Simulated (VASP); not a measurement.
Write the native input for VASP 6.6.1 that does the following.

```
Task                   : single point
Functional             : PBE
Potentials or basis    : VASP PAW PBE potentials, release 64 (Mg)
Cutoff                 : 520 eV
k mesh                 : 7 × 7 × 22
Occupations            : gaussian, width 0.1 eV
Spin                   : no spin polarisation
Dipole correction      : no
Further INCAR settings : ALGO = Fast; EDIFF = 1e-06; NBANDS = 9; ISYM = 0
```

The structure of Mg lies in POSCAR:

```
Mg
1.0
    5.4423086079      0.0000000000      0.0000000000
    0.0000000000      5.4423086079      0.0000000000
    0.0000000000     -2.7211543040      1.5710941098
Mg
2
Direct
    0.2500000000      0.3333333333      0.0000000000
    0.7500000000      0.6666666667      0.0000000000
```

One way to write it, as run:

INCAR

```
  PREC = Accurate
  ENCUT = 520
  EDIFF = 1E-6
  ISMEAR = 0
  SIGMA = 0.1
  LREAL = F
  LASPH = T
  NELM = 80
  ALGO = Fast
  ISIF = 2
  LWAVE = F
  LCHARG = F
  GGA = PE
  ISYM = 0
  NBANDS = 9
```

KPOINTS

```
regular mesh
0
Gamma
  7 7 22
```

Potentials or basis: VASP PAW PBE potentials, release 64 (Mg).

Command:

```console
$ cat potpaw_PBE.64/Mg/POTCAR > POTCAR
$ mpirun -np 1 vasp_std > vasp.out
```

It gave:

```
Pressure               : -0.4 GPa
Band gap on the k mesh : zero (band 2 reaches 3.58 eV, above the bottom of band 3 at 0.73 eV)
```

Wall time 58 s on 1 thread of Intel(R) Xeon(R) 6975P-C (Granite Rapids), on a shared host, peak memory 0.35 GiB.
